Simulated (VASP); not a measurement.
# Pt (Fm-3m) in VASP: a series of runs

The runs below take Pt through single point, with PBE.

Everything below comes from runs of VASP 6.6.1. Logs are shortened: lines on timing, memory, paths and dates and some standing lists are left out, and cuts for length are marked.

### 1 The cell of the first run

Symmetry: Fm-3m, No. 225, cubic system. Conventional cell: a = 3.922 Å, b = 3.922 Å, c = 3.922 Å, α = 90.00°, β = 90.00°, γ = 90.00°. Pt (site symmetry m-3m) has 12 Pt at 2.77 Å within 3.7 Å.

### 2 Single point, PBE

INCAR

```
SYSTEM = Pt
PREC = Accurate
ENCUT = 500
EDIFF = 1E-6
ISMEAR = 1
SIGMA = 0.1
LREAL = .FALSE.
LASPH = .TRUE.
NELM = 120
ALGO = Normal
ISIF = 2
LWAVE = .FALSE.
LCHARG = .FALSE.
GGA = PE
NBANDS = 11
GGA_COMPAT = .FALSE.
```

KPOINTS

```
Automatic mesh
0
G
  4 4 4
  0 0 0
```

POSCAR

```
Pt
1.0
    0.0000000000      1.9609000000      1.9609000000
    1.9609000000      0.0000000000      1.9609000000
    1.9609000000      1.9609000000      0.0000000000
Pt
1
Direct
    0.0000000000      0.0000000000      0.0000000000
```

Potentials or basis: VASP PAW PBE potentials, release 64 (Pt).

The run is started by

```console
cat potpaw_PBE.64/Pt/POTCAR > POTCAR
mpirun -np 1 vasp_std > vasp.out
```

OUTCAR:

```text
SYSTEM = Pt
   PREC = Accurate
   ENCUT = 500
   EDIFF = 1E-6
   ISMEAR = 1
   LREAL = .FALSE.
   LASPH = .TRUE.
   NELM = 120
   ISIF = 2
   GGA = PE

 ion  position               nearest neighbor table
   1  0.000  0.000  0.000-

  LATTYP: Found a face centered cubic cell.
 ALAT       =     3.9218000000

  Lattice vectors:

 A1 = (   0.0000000000,   1.9609000000,   1.9609000000)
 A2 = (   1.9609000000,   0.0000000000,   1.9609000000)
 A3 = (   1.9609000000,   1.9609000000,   0.0000000000)

Analysis of symmetry for initial positions (statically):
[... 33 lines left out ...]
                                     Primitive cell

  volume of cell :      15.0798

  direct lattice vectors                    reciprocal lattice vectors
     0.000000000  1.960900000  1.960900000    -0.254984956  0.254984956  0.254984956
     1.960900000  0.000000000  1.960900000     0.254984956 -0.254984956  0.254984956
     1.960900000  1.960900000  0.000000000     0.254984956  0.254984956 -0.254984956

  length of vectors
     2.773131374  2.773131374  2.773131374     0.441646899  0.441646899  0.441646899

  position of ions in fractional coordinates (direct lattice)
     0.000000000  0.000000000  0.000000000

  ion indices of the primitive-cell ions
   primitive index   ion index
                 1           1

----------------------------------------------------------------------------------------

 KPOINTS: Automatic mesh

Automatic generation of k-mesh.
 Grid dimensions read from file:
 generate k-points for:    4    4    4

 Generating k-lattice:

  Cartesian coordinates                     Fractional coordinates (reciprocal lattice)
    -0.063746239  0.063746239  0.063746239     0.250000000  0.000000000  0.000000000
     0.063746239 -0.063746239  0.063746239     0.000000000  0.250000000  0.000000000
     0.063746239  0.063746239 -0.063746239     0.000000000  0.000000000  0.250000000

  Length of vectors
     0.110411725  0.110411725  0.110411725

  Shift w.r.t. Gamma in fractional coordinates (k-lattice)
     0.000000000  0.000000000  0.000000000

 Subroutine IBZKPT returns following result:
 ===========================================

 Found      8 irreducible k-points:

 Following reciprocal coordinates:
            Coordinates               Weight
  0.000000  0.000000  0.000000      1.000000
  0.250000  0.000000  0.000000      8.000000
  0.500000  0.000000  0.000000      4.000000
  0.250000  0.250000  0.000000      6.000000
  0.500000  0.250000  0.000000     24.000000
 -0.250000  0.250000  0.000000     12.000000
  0.500000  0.500000  0.000000      3.000000
 -0.250000  0.500000  0.250000      6.000000
   k-points           NKPTS =      8   k-points in BZ     NKDIM =      8   number of bands    NBANDS=     11
   number of dos      NEDOS =    301   number of ions     NIONS =      1
   total plane-waves  NPLWV =   8000
   dimension x,y,z NGX =    20 NGY =   20 NGZ =   20
   dimension x,y,z NGXF=    40 NGYF=   40 NGZF=   40
   ions per type =               1
   NGX,Y,Z   is equivalent  to a cutoff of  11.99, 11.99, 11.99 a.u.
   NGXF,Y,Z  is equivalent  to a cutoff of  23.98, 23.98, 23.98 a.u.
 SYSTEM =  Pt
   PREC   = accura    normal or accurate (medium, high low for compatibility)
   ISTART =      0    job   : 0-new  1-cont  2-samecut
   ICHARG =      2    charge: 1-file 2-atom 10-const
   ISPIN  =      1    spin polarized calculation?
   LNONCOLLINEAR =      F non collinear calculations
   LSORBIT =      F    spin-orbit coupling
   LASPH  =      T    aspherical Exc in radial PAW
   ENCUT  =  500.0 eV  36.75 Ry    6.06 a.u.   5.06  5.06  5.06*2*pi/ulx,y,z
   NELM   =    120;   NELMIN=  2; NELMDL= -5     # of ELM steps
   EDIFF  = 0.1E-05   stopping-criterion for ELM
   LREAL  =      F    real-space projection
   EDIFFG = 0.1E-04   stopping-criterion for IOM
   NSW    =      0    number of steps for IOM
   IBRION =     -1    ionic relax: 0-MD 1-quasi-New 2-CG
   NFREE  =      0    steps in history (QN), initial steepest desc. (CG)
   ISIF   =      2    stress and relaxation
   ISYM   =      2    0-nonsym 1-usesym 2-fastsym
   POTIM  = 0.5000    time-step for ionic-motion
   TEBEG  =    0.0;   TEEND  =   0.0 temperature during run
   PSTRESS=    0.0 pullay stress
   NELECT =      10.0000    total number of electrons
   NUPDOWN=      -1.0000    fix difference up-down
   EMIN   =  10.00;   EMAX   =-10.00  energy-range for DOS
   EFERMI =   0.00;   METHOD = LEGACY
   ISMEAR =     1;   SIGMA  =   0.10  broadening in eV -4-tet -1-fermi 0-gaus
   EFERMI_NEDOS =   21; number of points for ismear=-14 and -15
   IALGO  =     38    algorithm
   IMIX   =      4    mixing-type and parameters
     AMIX     =   0.40;   BMIX     =  1.00
     AMIX_MAG =   1.60;   BMIX_MAG =  1.00
  volume/ion in A,a.u.               =      15.08       101.76
  Fermi-wavevector in a.u.,A,eV,Ry     =   1.427609  2.697791 27.729605  2.038068
  Thomas-Fermi vector in A             =   2.547760
   LORBIT       =      0    0 simple, 1 ext, 2 COOP (PROOUT), +10 PAW based schemes
   GGA     = PE    functional components
   LHFCALC =     F    Hartree Fock is set to
   AEXX    =    0.0000 exact exchange contribution
   IVDW    =     0    specifies the selected vdW correction
   LEPSILON=     F    determine dielectric tensor
   LRPA    =     F    only Hartree local field effects (RPA)
 non-spin polarized calculation
 Methfessel and Paxton  Order N= 1 SIGMA  =   0.10
  energy-cutoff  :      500.00
  volume of cell :       15.08
 maximum number of plane-waves:       392
   NGX = 11   NGY = 11   NGZ = 11

 number of electron      10.0000001 magnetization

 Free energy of the ion-electron system (eV)
  ---------------------------------------------------
  ext. energy  EPLUGINS =         0.00000000
  ---------------------------------------------------
  free energy    TOTEN  =        -6.19470664 eV

  energy without entropy =       -6.18747940  energy(sigma->0) =       -6.19229756

 E-fermi :  11.4589     XC(G=0): -13.4906

 val. band max:       11.4348615543   @ k =   0.5000   0.2500   0.0000
 cond. band min:      11.7524103110   @ k =   0.5000   0.5000   0.0000
 fundamental gap:      0.3175487567
 Fermi energy:        11.4589479606

 k-point     1 :       0.0000    0.0000    0.0000
  band No.  band energies     occupation
      1       1.0464      2.00000
      2       7.4703      2.00000
      3       7.4703      2.00000
      4       7.4703      2.00000
      5       9.6436      2.00000
      6       9.6436      2.00000
      7      25.8872      0.00000
      8      30.8846      0.00000
      9      30.8846      0.00000
     10      30.8846      0.00000
     11      36.2258      0.00000

 k-point     2 :       0.2500    0.0000    0.0000
  band No.  band energies     occupation
      1       3.0920      2.00000
      2       7.1212      2.00000
      3       7.8483      2.00000
      4       7.8483      2.00000
      5       9.8159      2.00000
      6       9.8159      2.00000
      7      24.5834      0.00000
      8      27.6336      0.00000
      9      33.9291      0.00000
     10      33.9291      0.00000
     11      34.7825      0.00000

 k-point     3 :       0.5000    0.0000    0.0000
  band No.  band energies     occupation
      1       3.9322      2.00000
      2       7.4153      2.00000
      3       7.4153      2.00000
      4      10.7951      2.00000
      5      11.3073      2.05379
      6      11.3073      2.05379
      7      17.1068      0.00000
      8      25.4718      0.00000
      9      30.2439      0.00000
     10      30.2439      0.00000
     11      39.6915      0.00000

 k-point     4 :       0.2500    0.2500    0.0000
  band No.  band energies     occupation
      1       3.8055      2.00000
      2       5.8807      2.00000
      3       8.2658      2.00000
      4       9.1238      2.00000
      5       9.1238      2.00000
      6      10.4123      2.00000
      7      28.4304      0.00000
      8      28.4304      0.00000
      9      28.7907      0.00000
     10      30.2174      0.00000
     11      32.2763      0.00000

 k-point     5 :       0.5000    0.2500    0.0000
  band No.  band energies     occupation
      1       5.0076      2.00000
      2       6.1679      2.00000
      3       7.7257      2.00000
      4       9.0713      2.00000
      5      11.4349      1.39485
      6      14.3090      0.00000
      7      18.6713      0.00000
      8      25.3652      0.00000
      9      26.8681      0.00000
     10      30.1318      0.00000
     11      38.0372      0.00000

 k-point     6 :      -0.2500    0.2500    0.0000
  band No.  band energies     occupation
      1       5.4313      2.00000
      2       6.6230      2.00000
      3       7.0330      2.00000
      4       8.7114      2.00000
      5       9.5253      2.00000
      6      13.1355     -0.00000
      7      22.0241      0.00000
      8      24.2770      0.00000
      9      28.9527      0.00000
     10      32.6210      0.00000
     11      33.9311      0.00000

 k-point     7 :       0.5000    0.5000    0.0000
  band No.  band energies     occupation
      1       4.1980      2.00000
      2       4.6364      2.00000
      3      11.2829      2.03203
      4      11.7524     -0.00027
      5      11.7524     -0.00027
      6      13.0392     -0.00000
      7      20.1525      0.00000
      8      22.6629      0.00000
      9      22.6629      0.00000
     10      31.4325      0.00000
     11      34.6888      0.00000

 k-point     8 :      -0.2500    0.5000    0.2500
  band No.  band energies     occupation
      1       5.6121      2.00000
      2       6.7020      2.00000
      3       6.7020      2.00000
      4       9.2690      2.00000
      5      11.7561     -0.00022
      6      18.3892      0.00000
      7      19.5442      0.00000
      8      19.5442      0.00000
      9      23.3305      0.00000
     10      35.8127      0.00000
     11      35.8127      0.00000

------------------------ aborting loop because EDIFF is reached ----------------------------------------

  FORCE on cell =-STRESS in cart. coord.  units (eV):
  Direction    XX          YY          ZZ          XY          YZ          ZX
  --------------------------------------------------------------------------------------
  -------------------------------------------------------------------------------------
  Total        0.7206509      0.7206509      0.7206509     -0.0000000     -0.0000000      0.0000000
  in kB       76.5665651     76.5665651     76.5665651     -0.0000000     -0.0000000      0.0000000
  external PRESSURE =      76.5665651 kB  Pullay stress =       0.0000000 kB

 VOLUME and BASIS-vectors are now :
 -----------------------------------------------------------------------------
  energy-cutoff  :      500.00
  volume of cell :       15.08
      direct lattice vectors                 reciprocal lattice vectors
     0.000000000  1.960900000  1.960900000    -0.254984956  0.254984956  0.254984956
     1.960900000  0.000000000  1.960900000     0.254984956 -0.254984956  0.254984956
     1.960900000  1.960900000  0.000000000     0.254984956  0.254984956 -0.254984956

 POSITION                                       TOTAL-FORCE (eV/Angst)
 -----------------------------------------------------------------------------------
      0.00000      0.00000      0.00000         0.000000      0.000000      0.000000
 -----------------------------------------------------------------------------------
    total drift:                                0.000000      0.000000      0.000000

  FREE ENERGIE OF THE ION-ELECTRON SYSTEM (eV)
  ---------------------------------------------------
  free  energy   TOTEN  =        -6.1947066359 eV

  energy  without entropy=       -6.1874794003  energy(sigma->0) =       -6.19229756
```

Run time: 7.2 s. Hardware: 1 thread of Intel Xeon 8259CL, shared host; peak memory 0.12 GiB.

What came out:

```yaml
Free_energy: -6.1947 eV
Pressure: 7.7 GPa
Band_gap_on_the_k_mesh: zero (band 5 reaches 11.76 eV, above the bottom of band 6 at 9.64 eV)
```

Caveat: the k points lie up to 0.69 Å⁻¹ apart; spin-orbit coupling is left out, which moves the levels of the heavy elements.

### 3 Single point, PBE

INCAR

```
PREC = Accurate
ENCUT = 500
EDIFF = 1E-6
ISMEAR = 1
SIGMA = 0.1
LREAL = False
LASPH = True
NELM = 120
ALGO = Normal
ISIF = 2
LWAVE = False
LCHARG = False
GGA = PE
NBANDS = 11
GGA_COMPAT = False
```

KPOINTS

```
regular mesh
0
Gamma
  4 4 4
```

POSCAR is that of step 2.

Potentials or basis: VASP PAW PBE potentials, release 64 (Pt).

The run is started by

```console
cat potpaw_PBE.64/Pt/POTCAR > POTCAR
mpirun -np 1 vasp_std > vasp.out
```

It took 6.2 s on 1 thread of Intel Xeon 8259CL, shared host; peak memory 0.12 GiB.

It converged, with:

```yaml
Free_energy: -6.1947 eV
Pressure: 7.7 GPa
Band_gap_on_the_k_mesh: zero (band 5 reaches 11.76 eV, above the bottom of band 6 at 9.64 eV)
```

Levels at points of the mesh, in eV from the Fermi level:
| k point | band 2 | band 3 | band 4 | band 5 | band 6 | band 7 | band 8 | band 9 |
| --- | --- | --- | --- | --- | --- | --- | --- | --- |
| (0.00, 0.00, 0.00) | -3.99 | -3.99 | -3.99 | -1.82 | -1.82 | 14.43 | 19.43 | 19.43 |
| (0.50, 0.00, 0.00) | -4.04 | -4.04 | -0.66 | -0.15 | -0.15 | 5.65 | 14.01 | 18.78 |
| (0.50, 0.50, 0.00) | -6.82 | -0.18 | 0.29 | 0.29 | 1.58 | 8.69 | 11.20 | 11.20 |

Caveat: the k points lie up to 0.69 Å⁻¹ apart; spin-orbit coupling is left out, which moves the levels of the heavy elements.
